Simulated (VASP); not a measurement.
# TiAl (pbe) (Pm-3m) in VASP: further runs

Runs on TiAl (pbe). Level: PBE. Tasks: single point, relaxation of cell and atoms.

Program: VASP 6.6.1. These are calculated values, not measurements. Logs are shortened: lines on timing, memory, paths and dates and some standing lists are left out, and cuts for length are marked.

## 1. The cell of the first run

It takes space group Pm-3m (No. 221, cubic). Conventional cell: a = 3.179 Å, b = 3.179 Å, c = 3.179 Å, α = 90.00°, β = 90.00°, γ = 90.00°. Ti (site symmetry m-3m) has 8 Al at 2.75 Å and 6 Ti at 3.18 Å within 3.6 Å. Al (site symmetry m-3m) has 8 Ti at 2.75 Å and 6 Al at 3.18 Å within 3.6 Å.

## 2. Single point, PBE

INCAR reads:

```
PREC     = Accurate       # precision mode
ENCUT    = 520            # plane-wave cutoff, eV
EDIFF    = 1E-6           # SCF threshold, eV
ISMEAR   = 0              # smearing method
SIGMA    = 0.1            # smearing width, eV
LREAL    = F              # projectors in reciprocal space
LASPH    = T              # aspherical terms in the spheres
NELM     = 60             # most SCF steps
ALGO     = Normal         # electronic algorithm
ISIF     = 2              # what is computed and relaxed
LWAVE    = F              # write WAVECAR
LCHARG   = F              # write CHGCAR
GGA      = PE             # functional
NBANDS   = 14             # bands
```

KPOINTS reads:

```
Automatic mesh
0
Gamma
  6 6 6
```

POSCAR reads:

```
TiAl
1.0
    3.1790640000      0.0000000000      0.0000000000
    0.0000000000      3.1790640000      0.0000000000
    0.0000000000      0.0000000000      3.1790640000
Ti Al
1 1
Direct
    0.0000000000      0.0000000000      0.0000000000
    0.5000000000      0.5000000000      0.5000000000
```

Potentials or basis: VASP PAW PBE potentials, release 64 (Ti_sv, Al).

The run is started by

```sh
cat potpaw_PBE.64/Ti_sv/POTCAR potpaw_PBE.64/Al/POTCAR > POTCAR
mpirun -np 1 vasp_std > vasp.out
```

OUTCAR:

```text
PREC = Accurate
   ENCUT = 520
   EDIFF = 1E-6
   ISMEAR = 0
   LREAL = F
   LASPH = T
   NELM = 60
   ISIF = 2
   GGA = PE

 ion  position               nearest neighbor table
   1  0.000  0.000  0.000-   2 2.75   2 2.75   2 2.75   2 2.75   2 2.75   2 2.75   2 2.75   2 2.75

   2  0.500  0.500  0.500-   1 2.75   1 2.75   1 2.75   1 2.75   1 2.75   1 2.75   1 2.75   1 2.75

  LATTYP: Found a simple cubic cell.
 ALAT       =     3.1790640000

  Lattice vectors:

 A1 = (   3.1790640000,   0.0000000000,   0.0000000000)
 A2 = (   0.0000000000,   3.1790640000,   0.0000000000)
 A3 = (   0.0000000000,   0.0000000000,   3.1790640000)

Analysis of symmetry for initial positions (statically):
=====================================================================
 Subroutine PRICEL returns:
 Original cell was already a primitive cell.

 Routine SETGRP: Setting up the symmetry group for a
 simple cubic supercell.

 Subroutine GETGRP returns: Found 48 space group operations
 (whereof 48 operations were pure point group operations)
 out of a pool of 48 trial point group operations.

The static configuration has the point symmetry O_h .

Analysis of symmetry for dynamics (positions and initial velocities):
=====================================================================
 Subroutine PRICEL returns:
 Original cell was already a primitive cell.

 Routine SETGRP: Setting up the symmetry group for a
 simple cubic supercell.

 Subroutine GETGRP returns: Found 48 space group operations
 (whereof 48 operations were pure point group operations)
 out of a pool of 48 trial point group operations.

The dynamic configuration has the point symmetry O_h .

 Subroutine INISYM returns: Found 48 space group operations
 (whereof 48 operations are pure point group operations),
 and found     1 'primitive' translations

----------------------------------------------------------------------------------------

                                     Primitive cell

  volume of cell :      32.1290

  direct lattice vectors                    reciprocal lattice vectors
     3.179064000  0.000000000  0.000000000     0.314557996  0.000000000  0.000000000
     0.000000000  3.179064000  0.000000000     0.000000000  0.314557996  0.000000000
     0.000000000  0.000000000  3.179064000     0.000000000  0.000000000  0.314557996

  length of vectors
[... 86 lines left out ...]
   TEBEG  =    0.0;   TEEND  =   0.0 temperature during run
   PSTRESS=    0.0 pullay stress
   NELECT =      15.0000    total number of electrons
   NUPDOWN=      -1.0000    fix difference up-down
   EMIN   =  10.00;   EMAX   =-10.00  energy-range for DOS
   EFERMI =   0.00;   METHOD = LEGACY
   ISMEAR =     0;   SIGMA  =   0.10  broadening in eV -4-tet -1-fermi 0-gaus
   EFERMI_NEDOS =   21; number of points for ismear=-14 and -15
   IALGO  =     38    algorithm
   IMIX   =      4    mixing-type and parameters
     AMIX     =   0.40;   BMIX     =  1.00
     AMIX_MAG =   1.60;   BMIX_MAG =  1.00
  volume/ion in A,a.u.               =      16.06       108.41
  Fermi-wavevector in a.u.,A,eV,Ry     =   1.270007  2.399964 21.945065  1.612917
  Thomas-Fermi vector in A             =   2.403017
   LORBIT       =      0    0 simple, 1 ext, 2 COOP (PROOUT), +10 PAW based schemes
   GGA     = PE    functional components
   LHFCALC =     F    Hartree Fock is set to
   AEXX    =    0.0000 exact exchange contribution
   IVDW    =     0    specifies the selected vdW correction
   LEPSILON=     F    determine dielectric tensor
   LRPA    =     F    only Hartree local field effects (RPA)
 non-spin polarized calculation
 Gauss-broadening in eV      SIGMA  =   0.10
  energy-cutoff  :      520.00
  volume of cell :       32.13
 maximum number of plane-waves:       912
 NGX is ok and might be reduce to    24
   NGX = 11   NGY = 11   NGZ = 11

 number of electron      14.9999994 magnetization

 Free energy of the ion-electron system (eV)
  ---------------------------------------------------
  ext. energy  EPLUGINS =         0.00000000
  ---------------------------------------------------
  free energy    TOTEN  =       -12.11484652 eV

  energy without entropy =      -12.10273732  energy(sigma->0) =      -12.10879192

 E-fermi :   8.8004     XC(G=0): -11.0865

 val. band max:        8.7361535159   @ k =   0.3333   0.3333   0.1667
 cond. band min:       8.8591135444   @ k =   0.3333   0.1667   0.0000
 fundamental gap:      0.1229600285
 Fermi energy:         8.8004264536

 k-point     1 :       0.0000    0.0000    0.0000
  band No.  band energies     occupation
      1     -48.1093      2.00000
      2     -24.3110      2.00000
      3     -24.3110      2.00000
      4     -24.3110      2.00000
      5      -0.5016      2.00000
      6       7.3424      2.00000
      7       7.3424      2.00000
      8      10.5912      0.00000
      9      10.5912      0.00000
     10      10.5912      0.00000
     11      13.1870      0.00000
     12      13.1870      0.00000
     13      13.1870      0.00000
     14      17.5727      0.00000
[... 309 lines left out ...]
      1     -48.0661      2.00000
      2     -24.4366      2.00000
      3     -24.4366      2.00000
      4     -24.4366      2.00000
      5       5.6871      2.00000
      6       5.6871      2.00000
      7       5.6871      2.00000
      8       9.3976      0.00000
      9      11.5760      0.00000
     10      11.5760      0.00000
     11      11.6933      0.00000
     12      11.6933      0.00000
     13      11.6933      0.00000
     14      15.3051      0.00000

------------------------ aborting loop because EDIFF is reached ----------------------------------------

  FORCE on cell =-STRESS in cart. coord.  units (eV):
  Direction    XX          YY          ZZ          XY          YZ          ZX
  --------------------------------------------------------------------------------------
  -------------------------------------------------------------------------------------
  Total        0.1100264      0.1100264      0.1100264      0.0000000     -0.0000000      0.0000000
  in kB        5.4866825      5.4866825      5.4866825      0.0000000     -0.0000000      0.0000000
  external PRESSURE =       5.4866825 kB  Pullay stress =       0.0000000 kB

 VOLUME and BASIS-vectors are now :
 -----------------------------------------------------------------------------
  energy-cutoff  :      520.00
  volume of cell :       32.13
      direct lattice vectors                 reciprocal lattice vectors
     3.179064000  0.000000000  0.000000000     0.314557996  0.000000000  0.000000000
     0.000000000  3.179064000  0.000000000     0.000000000  0.314557996  0.000000000
     0.000000000  0.000000000  3.179064000     0.000000000  0.000000000  0.314557996

 POSITION                                       TOTAL-FORCE (eV/Angst)
 -----------------------------------------------------------------------------------
      0.00000      0.00000      0.00000         0.000000      0.000000      0.000000
      1.58953      1.58953      1.58953         0.000000      0.000000      0.000000
 -----------------------------------------------------------------------------------
    total drift:                                0.000000      0.000000      0.000000

  FREE ENERGIE OF THE ION-ELECTRON SYSTEM (eV)
  ---------------------------------------------------
  free  energy   TOTEN  =       -12.1148465248 eV

  energy  without entropy=      -12.1027373205  energy(sigma->0) =      -12.10879192
```

OSZICAR:

```text
N       E                     dE             d eps       ncg     rms          rms(c)
DAV:   1     0.961493202037E+02    0.96149E+02   -0.70799E+03   560   0.109E+03
DAV:   2    -0.860035481833E+01   -0.10475E+03   -0.10109E+03   602   0.299E+02
DAV:   3    -0.136160435648E+02   -0.50157E+01   -0.49321E+01   834   0.632E+01
DAV:   4    -0.137565842632E+02   -0.14054E+00   -0.14043E+00   650   0.930E+00
DAV:   5    -0.137622097239E+02   -0.56255E-02   -0.56252E-02   800   0.177E+00    0.981E+00
DAV:   6    -0.121872227774E+02    0.15750E+01   -0.50379E+00   628   0.305E+01    0.282E+00
DAV:   7    -0.121231190243E+02    0.64104E-01   -0.39601E-01   608   0.845E+00    0.171E+00
DAV:   8    -0.121167578479E+02    0.63612E-02   -0.49960E-02   746   0.223E+00    0.511E-01
DAV:   9    -0.121147133679E+02    0.20445E-02   -0.74662E-03   670   0.112E+00    0.160E-01
DAV:  10    -0.121148422583E+02   -0.12889E-03   -0.24305E-04   614   0.163E-01    0.571E-02
DAV:  11    -0.121148462918E+02   -0.40335E-05   -0.87868E-05   800   0.965E-02    0.616E-03
DAV:  12    -0.121148465248E+02   -0.23298E-06   -0.31366E-06   596   0.160E-02
   1 F= -.12114847E+02 E0= -.12108792E+02  d E =-.121092E-01
```

It took 7.2 s on 1 thread of Intel Xeon Platinum 8259CL at 2.50GHz (Skylake/Cascade Lake), shared host; peak memory 0.14 GiB.

What came out:

```
Free energy : -12.1148 eV
Pressure    : 0.5 GPa
```

## 3. Single point, PBE

This run uses another cell than the first one, of 16.17 Å³/atom, 1.007 times its volume.

INCAR reads:

```
SYSTEM = TiAl
  PREC = Accurate
  ENCUT = 520
  EDIFF = 1E-6
  ISMEAR = 0
  SIGMA = 0.1
  LREAL = .False.
  LASPH = .True.
  NELM = 100
  ALGO = Fast
  ISIF = 2
  LWAVE = .False.
  LCHARG = .False.
  GGA = PE
  NBANDS = 14
```

KPOINTS reads:

```
regular mesh
0
Gamma
  14 14 14
  0 0 0
```

POSCAR reads:

```
TiAl
1.0
    3.1862468015      0.0000000000      0.0000000000
    0.0000000000      3.1862468015      0.0000000000
    0.0000000000      0.0000000000      3.1862468015
Ti Al
1 1
Direct
    0.0000000000      0.0000000000      0.0000000000
    0.5000000000      0.5000000000      0.5000000000
```

Potentials or basis: VASP PAW PBE potentials, release 64 (Ti_sv, Al).

The run is started by

```sh
cat potpaw_PBE.64/Ti_sv/POTCAR potpaw_PBE.64/Al/POTCAR > POTCAR
mpirun -np 1 vasp_std > vasp.out
```

Run time: 60 s. Hardware: 1 thread of Intel Xeon Platinum 8259CL at 2.50GHz (Skylake/Cascade Lake), shared host; peak memory 0.17 GiB.

The run converged. Its results:

- Free energy: -12.1162 eV
- Pressure: 0.0 GPa

Levels at points of the mesh, in eV from the Fermi level:
| k point | band 4 | band 5 | band 6 | band 7 | band 8 | band 9 | band 10 | band 11 |
| --- | --- | --- | --- | --- | --- | --- | --- | --- |
| (0.00, 0.00, 0.00) | -33.12 | -9.26 | -1.43 | -1.43 | 1.78 | 1.78 | 1.78 | 4.37 |
| (0.50, 0.00, 0.00) | -33.11 | -6.04 | -5.18 | -0.55 | 0.14 | 0.14 | 1.98 | 2.94 |
| (0.50, 0.50, 0.00) | -33.09 | -5.01 | -2.12 | -2.12 | -1.47 | 0.70 | 0.70 | 2.69 |
| (0.50, 0.50, 0.50) | -33.25 | -3.08 | -3.08 | -3.08 | 0.58 | 2.75 | 2.75 | 2.89 |

## 4. Relaxation of cell and atoms, PBE

INCAR reads:

```
SYSTEM = TiAl
PREC = Accurate
ENCUT = 600
EDIFF = 1E-7
ISMEAR = 0
SIGMA = 0.1
LREAL = .False.
LASPH = .True.
NELM = 80
ALGO = Normal
ISIF = 3
LWAVE = .False.
LCHARG = .False.
GGA = PE
IBRION = 2
NSW = 100
EDIFFG = -0.002
```

KPOINTS reads:

```
Automatic mesh
0
Gamma
  14 14 14
  0 0 0
```

POSCAR reads:

```
TiAl
1.0
    3.1790640000      0.0000000000      0.0000000000
    0.0000000000      3.1790640000      0.0000000000
    0.0000000000      0.0000000000      3.1790640000
Ti Al
1 1
Direct
    0.0000000000      0.0000000000      0.0000000000
    0.5000000000      0.5000000000      0.5000000000
```

The run is started by

```sh
cat potpaw_PBE.64/Ti_sv/POTCAR potpaw_PBE.64/Al/POTCAR > POTCAR
mpirun -np 1 vasp_std > vasp.out
```

Wall time 2.4 min (1 thread of Intel Xeon Platinum 8259CL at 2.50GHz (Skylake/Cascade Lake), shared host); peak memory 0.2 GiB.

The run converged. Its results:

```yaml
Free_energy: -12.1164 eV
Relaxed_volume: 16.17 Å³/atom
Relaxed_cell: a = 3.186 Å, b = 3.186 Å, c = 3.186 Å, α = 90.00°, β = 90.00°, γ = 90.00°
Space_group_after_relaxing_to_0.05_Å: Pm-3m (No. 221)
Energy_gained_by_relaxing: 0.2 meV/atom
Ionic_steps: 3
Pressure_after_relaxing: 0.0 GPa
```

Step by step:
```csv
step,energy change (eV),largest force (eV/Å),pressure (GPa),volume (Å³)
1,0.0000,0.0000,0.74,32.13
2,-0.0003,0.0000,-0.47,32.48
3,-0.0005,0.0000,0.01,32.34
```

Final structure:
```
Ti Al
1.0
     3.18587    0.00000    0.00000
     0.00000    3.18587    0.00000
     0.00000    0.00000    3.18587
Ti Al
1 1
Direct
  0.00000 0.00000 0.00000
  0.50000 0.50000 0.50000
```

Levels at points of the mesh, in eV from the Fermi level:
```tsv
k point	band 5	band 6	band 7	band 8	band 9	band 10
(0.00, 0.00, 0.00)	-9.26	-1.43	-1.43	1.78	1.78	1.78
(0.50, 0.00, 0.00)	-6.04	-5.18	-0.55	0.14	0.14	1.98
(0.50, 0.50, 0.00)	-5.01	-2.12	-2.12	-1.47	0.70	0.70
(0.50, 0.50, 0.50)	-3.08	-3.08	-3.08	0.58	2.75	2.75
```

## 5. The runs side by side

| task | cell | k mesh | cutoff (eV) | gap on the mesh (eV) | pressure (GPa) |
| --- | --- | --- | --- | --- | --- |
| single point | a = 3.179 Å, 2 atoms | 6 × 6 × 6 | 520 | none | 0.5 |
| single point | a = 3.186 Å, 2 atoms | 14 × 14 × 14 | 520 | none | 0.0 |
| relaxation of cell and atoms | relaxed from a = 3.179 Å, 2 atoms | 14 × 14 × 14 | 600 | none | 0.0 |

Alike in all rows: level PBE; potentials or basis VASP PAW PBE potentials, release 64 (Ti_sv, Al); no spin polarisation; smearing gaussian 0.1 eV.

Total energies depend on the potentials used, so only differences within one code and one set of settings carry meaning.
